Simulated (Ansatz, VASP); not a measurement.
**Two plane-wave programs on InSb**

```
CELL_PARAMETERS angstrom
0.00000 3.10723 3.10723
3.10723 0.00000 3.10723
3.10723 3.10723 0.00000
ATOMIC_POSITIONS crystal
In 0.00000 0.00000 0.00000
Sb 0.25000 0.25000 0.25000
```

Alike in both runs: task relaxation of cell and atoms; functional r2SCAN; k mesh 11 × 11 × 11; occupations fermi-dirac, width 0.1 eV; no spin polarisation.

|  | VASP | Ansatz |
| --- | --- | --- |
| version | VASP 6.6.1 | Ansatz 0.2.0 |
| potentials or method | VASP PAW PBE potentials, release 64 (In_d, Sb) | PAW with Ansatz's default frozen-core files, scalar-relativistic |
| plane-wave cutoff (eV) | 600 | 500 |
| valence electrons in the cell | 18 | 28 |

```csv
,VASP,Ansatz,Ansatz less VASP
relaxed volume (Å³/atom),35.23,35.21,-0.022
relaxed length of the cell vector where the two differ most in proportion (Å),4.636,4.635,-0.0009
```

VASP's potentials were made for PBE, not for r2SCAN. VASP's potentials hold 18 valence electrons a cell and Ansatz's 28, so a difference there can come from the potentials and not from the codes.

Spin-orbit coupling is off throughout. Noted on VASP's run: the volume moved by over 15 % at a fixed basis, so the end points are rough.
